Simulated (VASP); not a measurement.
# SrO (qrp): relaxation of cell and atoms with RPBE

SrO (qrp):

```
Sr O
1.0
     0.00000    2.58066    2.58066
     2.58066    0.00000    2.58066
     2.58066    2.58066    0.00000
Sr O
1 1
Direct
  0.00000 0.00000 0.00000
  0.50000 0.50000 0.50000
```

```
Program                : VASP 6.6.1
Task                   : relaxation of cell and atoms
Functional             : RPBE
Potentials or basis    : VASP PAW PBE potentials, release 64 (Sr_sv, O)
Cutoff                 : 600 eV
k mesh                 : 6 × 6 × 6
Occupations            : gaussian, width 0.02 eV
Spin                   : no spin polarisation
Dipole correction      : no
Further INCAR settings : ALGO = Normal; EDIFF = 1e-07; IBRION = 2; EDIFFG = -0.002; NSW = 100; ISIF = 3
```

| Property | Result |
| --- | --- |
| Relaxed volume | 18.25 Å³/atom |
| Relaxed cell | a = 3.723 Å, b = 3.723 Å, c = 3.723 Å, α = 60.00°, β = 60.00°, γ = 60.00° |
| Space group after relaxing (to 0.05 Å) | Fm-3m (No. 225) |
| Energy gained by relaxing | 16.4 meV/atom |
| Ionic steps | 3 |
| Pressure after relaxing | 0.0 GPa |
| Band gap on the k mesh | 3.41 eV, indirect (least direct gap 3.54 eV) |

The path:
| step | energy change (eV) | largest force (eV/Å) | pressure (GPa) | volume (Å³) |
| --- | --- | --- | --- | --- |
| 1 | 0.0000 | 0.0000 | 5.19 | 34.37 |
| 2 | -0.0296 | 0.0000 | -1.39 | 37.22 |
| 3 | -0.0327 | 0.0000 | 0.01 | 36.50 |

Final structure:
```xyz
2
Lattice="0.0000 2.6329 2.6329 2.6329 0.0000 2.6329 2.6329 2.6329 0.0000" Properties=species:S:1:pos:R:3 pbc="T T T"
Sr    0.0000    0.0000    0.0000
O     2.6329    2.6329    2.6329
```

Levels at points of the mesh, in eV from the valence-band top:
| k point | band 6 | band 7 | band 8 | band 9 | band 10 | band 11 |
| --- | --- | --- | --- | --- | --- | --- |
| (0.00, 0.00, 0.00) | 0.00 | 0.00 | 0.00 | 3.67 | 6.11 | 6.11 |
| (0.50, 0.00, 0.00) | -1.99 | -1.00 | -1.00 | 6.33 | 8.05 | 8.46 |
| (0.50, 0.50, 0.00) | -0.53 | -0.13 | -0.13 | 3.41 | 7.32 | 9.67 |

Run time: 53 s on 1 thread of Intel Xeon 8259CL (shared host), peak memory 0.18 GiB.

Caveat: the PAW data sets were made with another functional, which shifts forces and pressure a little. A k mesh can miss the band edges.
